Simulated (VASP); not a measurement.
NaH, 2 atoms in the cell. The structure is cubic, space group Fm-3m (No. 225). Conventional cell: a = 4.406 Å, b = 4.406 Å, c = 4.406 Å, α = 90.00°, β = 90.00°, γ = 90.00°. Na (site symmetry m-3m) has 6 H at 2.20 Å within 2.9 Å. H (site symmetry m-3m) has 6 Na at 2.20 Å within 2.9 Å. 

```yaml
Program: VASP 6.6.1
Task: phonons
Functional: r2SCAN
Potentials_or_basis: VASP PAW PBE potentials, release 64 (Na_pv, H)
Cutoff: 520 eV
k_mesh: 8 × 8 × 8
Occupations: gaussian, width 0.01 eV
Spin: no spin polarisation
Dipole_correction: no
Further_INCAR_settings: ALGO = Normal; EDIFF = 1e-08; NBANDS = 11; IBRION = 6; POTIM = 0.015; NSW = 1
```

Potentials or basis: VASP PAW PBE potentials, release 64 (Na_pv, H).

Command:

```console
$ cat potpaw_PBE.64/Na_pv/POTCAR potpaw_PBE.64/H/POTCAR > POTCAR
$ mpirun -np 1 vasp_std > vasp.out
```

Hardware: 1 thread of AMD EPYC 9R45 96-Core Processor (Zen 5), with other jobs on the host.

Problem. Estimate the wall time of this run.

Solution. Wall time 3.1 min on 1 thread of AMD EPYC 9R45 96-Core Processor (Zen 5) (shared host), peak memory 0.12 GiB. Counts: scf iterations 78, k points 29.
